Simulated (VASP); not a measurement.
A run of VASP 6.6.1 is set up as follows.

File INCAR:

```
SYSTEM = WC
PREC = Accurate
ENCUT = 520
EDIFF = 1E-6
ISMEAR = -1
SIGMA = 0.24
LREAL = Auto
LASPH = .True.
NELM = 100
ALGO = Normal
ISIF = 2
LWAVE = .False.
LCHARG = .False.
GGA = PE
NBANDS = 86
```

File KPOINTS:

```
Automatic mesh
0
Gamma
  2 2 2
  0 0 0
```

Contents of POSCAR:

```
WC
1.0
   -2.9159700000     -5.0346520000      0.1381710000
    4.4055130000     -2.5355460000     -0.0715610000
   -0.1372700000     -0.0764620000      5.7871500000
W C
8 8
Direct
    0.7451597303      0.4816066054      0.0528938744
    0.7937419507      0.5019687593      0.5390994302
    0.5188123467     -0.0122469598      0.0524850357
    0.4984481568     -0.0094094089      0.5368023246
    0.2534805657      0.4728961800      0.0714543878
    0.2624477091      0.4845004517      0.5688307154
   -0.0006166365     -0.0442865834      0.0509432120
    0.0252795525      0.0178781731      0.5073803995
    0.5008779194      0.6373611549      0.3151297959
    0.5214916722      0.6505267034      0.8439555421
    0.3037530960      0.1465369748      0.2989410096
    0.2680088231      0.1464038335      0.8325074964
   -0.0007944601      0.6374056621      0.2645556376
    0.0126119448      0.6294861481      0.7979409646
    0.7391987922      0.1443669030      0.2974340053
    0.7749277258      0.1711882968      0.7984721092
```

Potentials or basis: VASP PAW PBE potentials, release 64 (W_sv, C).

Run with:

```bash
$ cat potpaw_PBE.64/W_sv/POTCAR potpaw_PBE.64/C/POTCAR > POTCAR
$ mpirun -np 1 vasp_std > vasp.out
```

Problem. Estimate the largest force.

Solution. 6.025 eV/Å.

Problem. What does it give for the band gap on the k mesh?

Solution. Zero (bands 72 and 73 overlap by 0.13 eV).

Problem. What does it give for the pressure?

Solution. 8.7 GPa.

Forces on the atoms (eV/Å):
```
W   -1.888 -1.336 -0.852
W    1.009  4.806  1.659
W   -0.763  0.721 -2.169
W   -2.403 -1.625  3.898
W   -1.108 -1.785 -3.087
W   -1.292 -1.964 -0.759
W    2.302 -2.848 -2.874
W   -1.119  3.453  4.809
C    0.512 -0.899  0.194
C    0.439  1.420 -3.377
C    3.278  2.328  0.489
C    0.066  0.272 -1.986
C    1.018 -0.508  3.264
C    1.464 -0.694  1.163
C   -0.520 -2.504  0.355
C   -0.998  1.162 -0.726
```

Caveat: the k points lie up to 0.62 Å⁻¹ apart; the atoms stand as in a frame of molecular dynamics; spin-orbit coupling is left out, which moves the levels of the heavy elements; forces of over 1 eV/Å act on the atoms, so gaps and moduli don't describe the material at rest.
